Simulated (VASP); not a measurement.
# C (P6_3/mmc) in VASP: further runs

The runs below take C through single point, with PBE.

All numbers are computed with VASP 6.6.1; they aren't measurements. Logs are shortened: lines on timing, memory, paths and dates and some standing lists are left out, and cuts for length are marked.

### Step 1. The cell of the first run

Symmetry: P6_3/mmc, No. 194, hexagonal system. Conventional cell: a = 2.464 Å, b = 2.464 Å, c = 7.488 Å, α = 90.00°, β = 90.00°, γ = 120.00°. Within 1.9 Å of C (site symmetry -6m2) lie 3 C at 1.42 Å. Within 1.9 Å of C (site symmetry -6m2) lie 3 C at 1.42 Å.

### Step 2. Single point, PBE

Contents of INCAR:

```
ALGO = Normal
EDIFF = 1E-6
ENCUT = 600
GGA = PE
GGA_COMPAT = False
ISIF = 2
ISMEAR = -1
LASPH = True
LCHARG = True
LELF = True
LREAL = False
LVHAR = True
LWAVE = False
NBANDS = 16
NELM = 120
PREC = Accurate
SIGMA = 0.1
```

Contents of KPOINTS:

```
k-points
0
Gamma
  15 15 5
```

Contents of POSCAR:

```
C
1.0
    2.4644764848      0.0000000000      0.0000000000
   -1.2322382424      2.1342992429      0.0000000000
    0.0000000000      0.0000000000      7.4881843723
C
4
Direct
    0.0000000000      0.0000000000      0.2500000000
    0.0000000000      0.0000000000      0.7500000000
    0.3333333333      0.6666666667      0.2500000000
    0.6666666667      0.3333333333      0.7500000000
```

Potentials or basis: VASP PAW PBE potentials, release 64 (C).

On the command line:

```sh
cat potpaw_PBE.64/C/POTCAR > POTCAR
mpirun -np 1 vasp_std > vasp.out
```

OUTCAR:

```text
EDIFF = 1E-6
   ENCUT = 600
   GGA = PE
   ISIF = 2
   ISMEAR = -1
   LASPH = True
   LREAL = False
   NELM = 120
   PREC = Accurate

 ion  position               nearest neighbor table
   1  0.000  0.000  0.250-   3 1.42   3 1.42   3 1.42
   2  0.000  0.000  0.750-   4 1.42   4 1.42   4 1.42
   3  0.333  0.667  0.250-   1 1.42   1 1.42   1 1.42
   4  0.667  0.333  0.750-   2 1.42   2 1.42   2 1.42

  LATTYP: Found a hexagonal cell.
 ALAT       =     2.4644764848
 C/A-ratio  =     3.0384482946

  Lattice vectors:

 A1 = (   2.4644764848,   0.0000000000,   0.0000000000)
 A2 = (  -1.2322382424,   2.1342992429,   0.0000000000)
 A3 = (   0.0000000000,   0.0000000000,   7.4881843723)

Analysis of symmetry for initial positions (statically):
=====================================================================
 Subroutine PRICEL returns:
 Original cell was already a primitive cell.

 Routine SETGRP: Setting up the symmetry group for a
 hexagonal supercell.

 Subroutine GETGRP returns: Found 24 space group operations
 (whereof 12 operations were pure point group operations)
 out of a pool of 24 trial point group operations.

The static configuration has the point symmetry D_3d.
 The point group associated with its full space group is D_6h.

Analysis of symmetry for dynamics (positions and initial velocities):
=====================================================================
 Subroutine PRICEL returns:
 Original cell was already a primitive cell.

 Routine SETGRP: Setting up the symmetry group for a
 hexagonal supercell.

 Subroutine GETGRP returns: Found 24 space group operations
 (whereof 12 operations were pure point group operations)
 out of a pool of 24 trial point group operations.

The dynamic configuration has the point symmetry D_3d.
 The point group associated with its full space group is D_6h.

 Subroutine INISYM returns: Found 24 space group operations
 (whereof 12 operations are pure point group operations),
 and found     1 'primitive' translations

----------------------------------------------------------------------------------------

                                     Primitive cell

  volume of cell :      39.3873

  direct lattice vectors                    reciprocal lattice vectors
     2.464476485  0.000000000  0.000000000     0.405765689  0.234268930  0.000000000
    -1.232238242  2.134299243  0.000000000     0.000000000  0.468537860  0.000000000
     0.000000000  0.000000000  7.488184372     0.000000000  0.000000000  0.133543720

  length of vectors
     2.464476485  2.464476485  7.488184372     0.468537860  0.468537860  0.133543720

  position of ions in fractional coordinates (direct lattice)
     0.000000000  0.000000000  0.250000000
     0.000000000  0.000000000  0.750000000
     0.333333333  0.666666667  0.250000000
     0.666666667  0.333333333  0.750000000

  ion indices of the primitive-cell ions
   primitive index   ion index
                 1           1
                 2           2
                 3           3
                 4           4

----------------------------------------------------------------------------------------

 KPOINTS: k-points

Automatic generation of k-mesh.
 Grid dimensions read from file:
 generate k-points for:   15   15    5

 Generating k-lattice:

  Cartesian coordinates                     Fractional coordinates (reciprocal lattice)
     0.027051046  0.015617929  0.000000000     0.066666667  0.000000000  0.000000000
     0.000000000  0.031235857  0.000000000     0.000000000  0.066666667  0.000000000
     0.000000000  0.000000000  0.026708744     0.000000000  0.000000000  0.200000000

  Length of vectors
     0.031235857  0.031235857  0.026708744

  Shift w.r.t. Gamma in fractional coordinates (k-lattice)
     0.000000000  0.000000000  0.000000000

 Subroutine IBZKPT returns following result:
 ===========================================

 Found     81 irreducible k-points:

 Following reciprocal coordinates:
            Coordinates               Weight
  0.000000  0.000000  0.000000      1.000000
  0.066667  0.000000  0.000000      6.000000
  0.133333  0.000000  0.000000      6.000000
  0.200000  0.000000  0.000000      6.000000
  0.266667  0.000000  0.000000      6.000000
  0.333333  0.000000  0.000000      6.000000
[... 16 lines left out ...]
  0.333333  0.200000  0.000000     12.000000
  0.400000  0.200000  0.000000      6.000000
 [... further k-points ...]
   k-points           NKPTS =     81   k-points in BZ     NKDIM =     81   number of bands    NBANDS=     16
   number of dos      NEDOS =    301   number of ions     NIONS =      4
   total plane-waves  NPLWV =  24000
   dimension x,y,z NGX =    20 NGY =   20 NGZ =   60
   dimension x,y,z NGXF=    40 NGYF=   40 NGZF=  120
   ions per type =               4
   NGX,Y,Z   is equivalent  to a cutoff of  13.49, 13.49, 13.32 a.u.
   NGXF,Y,Z  is equivalent  to a cutoff of  26.98, 26.98, 26.64 a.u.
 SYSTEM =  unknown system
   PREC   = accura    normal or accurate (medium, high low for compatibility)
   ISTART =      0    job   : 0-new  1-cont  2-samecut
   ICHARG =      2    charge: 1-file 2-atom 10-const
   ISPIN  =      1    spin polarized calculation?
   LNONCOLLINEAR =      F non collinear calculations
   LSORBIT =      F    spin-orbit coupling
   LASPH  =      T    aspherical Exc in radial PAW
   ENCUT  =  600.0 eV  44.10 Ry    6.64 a.u.   4.92  4.92 14.96*2*pi/ulx,y,z
   NELM   =    120;   NELMIN=  2; NELMDL= -5     # of ELM steps
   EDIFF  = 0.1E-05   stopping-criterion for ELM
   LREAL  =      F    real-space projection
   EDIFFG = 0.1E-04   stopping-criterion for IOM
   NSW    =      0    number of steps for IOM
   IBRION =     -1    ionic relax: 0-MD 1-quasi-New 2-CG
   NFREE  =      0    steps in history (QN), initial steepest desc. (CG)
   ISIF   =      2    stress and relaxation
   ISYM   =      2    0-nonsym 1-usesym 2-fastsym
   POTIM  = 0.5000    time-step for ionic-motion
   TEBEG  =    0.0;   TEEND  =   0.0 temperature during run
   PSTRESS=    0.0 pullay stress
   NELECT =      16.0000    total number of electrons
   NUPDOWN=      -1.0000    fix difference up-down
   EMIN   =  10.00;   EMAX   =-10.00  energy-range for DOS
   EFERMI =   0.00;   METHOD = LEGACY
   ISMEAR =    -1;   SIGMA  =   0.10  broadening in eV -4-tet -1-fermi 0-gaus
   EFERMI_NEDOS =   21; number of points for ismear=-14 and -15
   IALGO  =     38    algorithm
   IMIX   =      4    mixing-type and parameters
     AMIX     =   0.40;   BMIX     =  1.00
     AMIX_MAG =   1.60;   BMIX_MAG =  1.00
  volume/ion in A,a.u.               =       9.85        66.45
  Fermi-wavevector in a.u.,A,eV,Ry     =   1.212447  2.291192 20.000931  1.470027
  Thomas-Fermi vector in A             =   2.347930
   LORBIT       =      0    0 simple, 1 ext, 2 COOP (PROOUT), +10 PAW based schemes
   GGA     = PE    functional components
   LHFCALC =     F    Hartree Fock is set to
   AEXX    =    0.0000 exact exchange contribution
   IVDW    =     0    specifies the selected vdW correction
   LEPSILON=     F    determine dielectric tensor
   LRPA    =     F    only Hartree local field effects (RPA)
 non-spin polarized calculation
  energy-cutoff  :      600.00
  volume of cell :       39.39
 maximum number of plane-waves:      1341
 NGX is ok and might be reduce to    20

 number of electron      16.0000001 magnetization

 Free energy of the ion-electron system (eV)
  ---------------------------------------------------
  ext. energy  EPLUGINS =         0.00000000
  ---------------------------------------------------
  free energy    TOTEN  =       -36.90238830 eV

  energy without entropy =      -36.89865317  energy(sigma->0) =      -36.90052073

 E-fermi :   3.7714     XC(G=0):  -9.5730

 val. band max:        3.7694347733   @ k =   0.3333   0.3333   0.2000
 cond. band min:       3.7741353622   @ k =   0.3333   0.3333   0.4000
 fundamental gap:      0.0047005889
 Fermi energy:         3.7713658947

 k-point     1 :       0.0000    0.0000    0.0000
  band No.  band energies     occupation
      1     -15.8150      2.00000
      2     -15.6936      2.00000
      3      -4.3665      2.00000
      4      -3.2831      2.00000
      5       0.7364      2.00000
      6       0.7364      2.00000
[... 8 lines left out ...]
     15      15.1841      0.00000
     16      15.2670      0.00000

 k-point     2 :       0.0667    0.0000    0.0000
  band No.  band energies     occupation
      1     -15.7094      2.00000
      2     -15.5889      2.00000
      3      -4.2387      2.00000
      4      -3.1604      2.00000
      5       0.3098      2.00000
      6       0.3188      2.00000
[... 8 lines left out ...]
     15      14.8126      0.00000
     16      14.9083      0.00000

 k-point     3 :       0.1333    0.0000    0.0000
  band No.  band energies     occupation
      1     -15.3933      2.00000
      2     -15.2756      2.00000
      3      -3.8572      2.00000
      4      -2.7948      2.00000
      5      -0.8228      2.00000
      6      -0.8058      2.00000
[... 8 lines left out ...]
     15      13.8041      0.00000
     16      13.9208      0.00000

 k-point     4 :       0.2000    0.0000    0.0000
  band No.  band energies     occupation
      1     -14.8691      2.00000
      2     -14.7558      2.00000
      3      -3.2279      2.00000
      4      -2.3757      2.00000
      5      -2.3484      2.00000
      6      -2.1941      2.00000
[... 8 lines left out ...]
     15      15.5919      0.00000
     16      15.6093      0.00000
[... 324 lines left out ...]
 k-point    22 :       0.2667    0.2000    0.0000
  band No.  band energies     occupation
      1     -12.0158      2.00000
      2     -11.9256      2.00000
      3      -6.4684      2.00000
      4      -6.4299      2.00000
      5      -4.5254      2.00000
      6      -4.4978      2.00000
[... 8 lines left out ...]
     15      16.5364      0.00000
     16      17.0502      0.00000

 k-point    23 :       0.3333    0.2000    0.0000
  band No.  band energies     occupation
      1     -10.8660      2.00000
      2     -10.7871      2.00000
      3      -7.9006      2.00000
      4      -7.8471      2.00000
      5      -4.9556      2.00000
      6      -4.9206      2.00000
[... 8 lines left out ...]
     15      16.1262      0.00000
     16      16.6383      0.00000

 k-point    24 :       0.4000    0.2000    0.0000
  band No.  band energies     occupation
      1      -9.9187      2.00000
      2      -9.8788      2.00000
      3      -8.9244      2.00000
      4      -8.8978      2.00000
      5      -5.0893      2.00000
      6      -5.0523      2.00000
[... 8 lines left out ...]
     15      15.4586      0.00000
     16      15.7221      0.00000

 [... further k-points ...]

------------------------ aborting loop because EDIFF is reached ----------------------------------------

  FORCE on cell =-STRESS in cart. coord.  units (eV):
  Direction    XX          YY          ZZ          XY          YZ          ZX
  --------------------------------------------------------------------------------------
  -------------------------------------------------------------------------------------
  Total        0.2469012      0.2469012      0.1302082      0.0000000     -0.0000000      0.0000000
  in kB       10.0433191     10.0433191      5.2965423      0.0000000     -0.0000000      0.0000000
  external PRESSURE =       8.4610602 kB  Pullay stress =       0.0000000 kB

 VOLUME and BASIS-vectors are now :
 -----------------------------------------------------------------------------
  energy-cutoff  :      600.00
  volume of cell :       39.39
      direct lattice vectors                 reciprocal lattice vectors
     2.464476485  0.000000000  0.000000000     0.405765689  0.234268930  0.000000000
    -1.232238242  2.134299243  0.000000000     0.000000000  0.468537860  0.000000000
     0.000000000  0.000000000  7.488184372     0.000000000  0.000000000  0.133543720

 POSITION                                       TOTAL-FORCE (eV/Angst)
 -----------------------------------------------------------------------------------
      0.00000      0.00000      1.87205         0.000000      0.000000     -0.000000
      0.00000      0.00000      5.61614        -0.000000     -0.000000     -0.000000
     -0.00000      1.42287      1.87205         0.000000      0.000000      0.000000
      1.23224      0.71143      5.61614        -0.000000     -0.000000      0.000000
 -----------------------------------------------------------------------------------
    total drift:                                0.000000      0.000000      0.000000

  FREE ENERGIE OF THE ION-ELECTRON SYSTEM (eV)
  ---------------------------------------------------
  free  energy   TOTEN  =       -36.9023883010 eV

  energy  without entropy=      -36.8986531669  energy(sigma->0) =      -36.90052073
```

Wall time 20 s (1 thread of Intel Xeon 6975P-C (Granite Rapids), shared host); peak memory 0.18 GiB.

What came out:

| Property | Result |
| --- | --- |
| Free energy | -36.9024 eV |
| Pressure | 0.8 GPa |
| Band gap on the k mesh | zero (band 8 reaches 3.77 eV, above the bottom of band 9 at 3.77 eV) |

Levels at points of the mesh, in eV from the Fermi level:
| k point | band 5 | band 6 | band 7 | band 8 | band 9 | band 10 | band 11 | band 12 |
| --- | --- | --- | --- | --- | --- | --- | --- | --- |
| (0.00, 0.00, 0.00) | -3.03 | -3.03 | -3.03 | -3.03 | 3.56 | 8.28 | 8.32 | 8.32 |

Caveat: this functional lacks dispersion, which binds the layers, so the pressure and a relaxed spacing across them are unreliable.

### Step 3. Single point, PBE

Contents of INCAR:

```
PREC = Accurate ; ENCUT = 600
EDIFF = 1E-6 ; ISMEAR = -1
SIGMA = 0.1 ; LREAL = F
LASPH = T ; NELM = 120
ALGO = Normal ; ISIF = 2
LWAVE = F ; LCHARG = F
GGA = PE ; NBANDS = 16
GGA_COMPAT = F
```

Contents of KPOINTS:

```
Automatic mesh
0
Gamma
  15 15 5
```

Contents of POSCAR:

```
C
1.0
    2.4644751177      0.0000000000      0.0000000000
   -1.2322375588      2.1342980589      0.0000000000
    0.0000000000      0.0000000000      7.4881926803
C
4
Direct
    0.0000000000      0.0000000000      0.2500000000
    0.0000000000      0.0000000000      0.7500000000
    0.3333333333      0.6666666667      0.2500000000
    0.6666666667      0.3333333333      0.7500000000
```

Potentials or basis: VASP PAW PBE potentials, release 64 (C).

On the command line:

```sh
cat potpaw_PBE.64/C/POTCAR > POTCAR
mpirun -np 1 vasp_std > vasp.out
```

It took 20 s on 1 thread of Intel Xeon 6975P-C (Granite Rapids), shared host; peak memory 0.18 GiB.

Results (log left out):

```yaml
Free_energy: -36.9024 eV
Pressure: 0.8 GPa
Band_gap_on_the_k_mesh: zero (band 8 reaches 3.77 eV, above the bottom of band 9 at 3.77 eV)
```

Stress tensor (GPa, compression positive):
```
1.00 0.00 0.00
0.00 1.00 0.00
0.00 0.00 0.53
```

Levels at points of the mesh, in eV from the Fermi level:
```
           k point  band 5  band 6  band 7  band 8  band 9  band 10  band 11  band 12
(0.00, 0.00, 0.00)   -3.03   -3.03   -3.03   -3.03    3.56     8.28     8.32     8.32
```

Caveat: this functional lacks dispersion, which binds the layers, so the pressure and a relaxed spacing across them are unreliable.
